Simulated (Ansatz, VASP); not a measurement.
WS2: VASP beside Ansatz

```xyz
6
Lattice="3.1816 0.0000 0.0000 -1.5908 2.7554 0.0000 0.0000 0.0000 13.0668" Properties=species:S:1:pos:R:3 pbc="T T T"
W     0.0000    1.8369    3.2667
W     1.5908    0.9185    9.8001
S     0.0000    1.8369    8.2406
S     1.5908    0.9185    1.7072
S     0.0000    1.8369   11.3596
S     1.5908    0.9185    4.8262
```

Alike in both runs: functional r2SCAN; k mesh 12 × 12 × 2; occupations gaussian, width 0.02 eV; no spin polarisation.

Ansatz relaxed the structure, and its values are those at the end. VASP's run is a single point on that final structure, the one shown.

```csv
,VASP,Ansatz
version,VASP 6.6.1,Ansatz 0.2.0
potentials or method,"VASP PAW PBE potentials, release 64 (W_sv, S), cutoff 520 eV","scalar-relativistic, plane waves, PAW"
valence electrons in the cell,52,52
```

```csv
,VASP,Ansatz,Ansatz less VASP
gap on the k mesh at the Fermi level (eV),1.38,1.37,-0.009
least direct gap on the mesh (eV),1.88,1.88,-0.004
pressure (GPa),0.2,0.0,-0.18
rms of the force components (eV/Å),0.010,0.000,-0.0098
```

VASP's potentials were made for PBE, not for r2SCAN.

Neither program's run includes spin-orbit coupling.
